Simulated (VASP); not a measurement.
Write the native input for VASP 6.6.1 that does the following.

- Task: single point
- Functional: LDA
- Potentials or basis: VASP PAW LDA potentials, release 64 (Ir)
- Cutoff: 520 eV
- k mesh: 11 × 11 × 6
- Occupations: fermi-dirac, width 0.05 eV
- Spin: no spin polarisation
- Dipole correction: no
- Further INCAR settings: ALGO = Normal; EDIFF = 1e-07; NBANDS = 16

The structure of Ir lies in POSCAR:

```
Ir
1.0
    2.7329117147      0.0000000000      0.0000000000
   -1.3664558574      2.3667709712      0.0000000000
    0.0000000000      0.0000000000      4.4323408426
Ir
2
Direct
    0.3333333333      0.6666666667      0.2500000000
    0.6666666667      0.3333333333      0.7500000000
```

This cell differs from its parent crystal: volume scaled by 0.98.

These files were run (other wordings do the same):

INCAR

```
ALGO = Normal
EDIFF = 1E-7
ENCUT = 520
GGA = CA
ISIF = 2
ISMEAR = -1
LASPH = T
LCHARG = T
LELF = T
LREAL = F
LVHAR = T
LWAVE = F
NBANDS = 16
NELM = 60
PREC = Accurate
SIGMA = 0.05
```

KPOINTS

```
k-points
0
Gamma
  11 11 6
```

Potentials or basis: VASP PAW LDA potentials, release 64 (Ir).

Command:

```sh
$ cat potpaw_LDA.64/Ir/POTCAR > POTCAR
$ mpirun -np 1 vasp_std > vasp.out
```

Results of the run:

The pressure is -9.0 GPa. The band gap on the k mesh is zero (band 9 reaches 11.14 eV, above the bottom of band 10 at 7.96 eV).

Caveat: spin-orbit coupling is left out, which moves the levels of the heavy elements.

Wall time 10 s on 1 thread of Intel(R) Xeon(R) 6975P-C (Granite Rapids) (shared host), peak memory 0.14 GiB.
